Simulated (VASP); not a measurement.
# HfB10: single point with PBE

HfB10:

```
Hf B
1.0
     4.16300    0.00000    0.00000
     0.00000    4.16300    0.00000
     0.00000    0.00000    6.06561
Hf B
1 10
Cartesian
  0.0000 0.0000 0.0000
  1.2550 0.0000 4.0081
  2.9080 0.0000 4.0081
  0.0000 1.2550 4.0081
  0.0000 2.9080 4.0081
  2.9080 0.0000 2.0575
  1.2550 0.0000 2.0575
  0.0000 1.2550 2.0575
  0.0000 2.9080 2.0575
  2.0815 2.0815 2.1678
  2.0815 2.0815 3.8978
```

The cell was built from a structure type or drawn by symmetry, and may not be a known phase.

```
Program                : VASP 6.6.1
Task                   : single point
Functional             : PBE
Potentials or basis    : VASP PAW PBE potentials, release 64 (Hf_pv, B)
Cutoff                 : 520 eV
k mesh                 : 10 × 10 × 6
Occupations            : gaussian, width 0.1 eV
Spin                   : no spin polarisation
Dipole correction      : no
Further INCAR settings : ALGO = Normal; EDIFF = 1e-06; NBANDS = 31
```

* Pressure: -0.1 GPa
* Largest force: 0.013 eV/Å
* Band gap on the k mesh: zero (bands 20 and 21 overlap by 1.54 eV)

Forces on the atoms (eV/Å):
```
Hf   0.000  0.000  0.000
B   -0.010  0.000  0.008
B    0.010  0.000  0.008
B    0.000 -0.010  0.008
B    0.000  0.010  0.008
B    0.010  0.000 -0.008
B   -0.010  0.000 -0.008
B    0.000 -0.010 -0.008
B    0.000  0.010 -0.008
B    0.000  0.000 -0.010
B    0.000  0.000  0.010
```

Levels at points of the mesh, in eV from the Fermi level:
| k point | band 17 | band 18 | band 19 | band 20 | band 21 | band 22 | band 23 | band 24 |
| --- | --- | --- | --- | --- | --- | --- | --- | --- |
| (0.00, 0.00, 0.00) | -2.09 | -0.33 | -0.33 | -0.31 | 0.36 | 0.71 | 0.71 | 0.87 |
| (0.50, 0.00, 0.00) | -2.20 | -1.87 | -0.90 | -0.45 | 0.89 | 1.32 | 1.37 | 1.38 |
| (0.50, 0.50, 0.00) | -1.73 | -0.80 | -0.80 | 1.12 | 1.92 | 2.02 | 2.14 | 2.14 |
| (0.00, 0.00, 0.50) | -1.92 | -1.32 | -1.32 | -0.33 | -0.28 | -0.28 | 0.16 | 0.61 |
| (0.50, 0.00, 0.50) | -2.14 | -1.95 | -1.02 | -0.66 | 0.19 | 0.76 | 1.16 | 1.58 |
| (0.50, 0.50, 0.50) | -1.83 | 0.42 | 0.42 | 0.82 | 1.52 | 1.93 | 1.97 | 2.09 |

Run time: 4.5 min on 1 thread of Intel(R) Xeon(R) Platinum 8375C CPU @ 2.90GHz (Ice Lake), on a shared host, peak memory 0.36 GiB.

Caveat: spin-orbit coupling is left out, which moves the levels of the heavy elements.
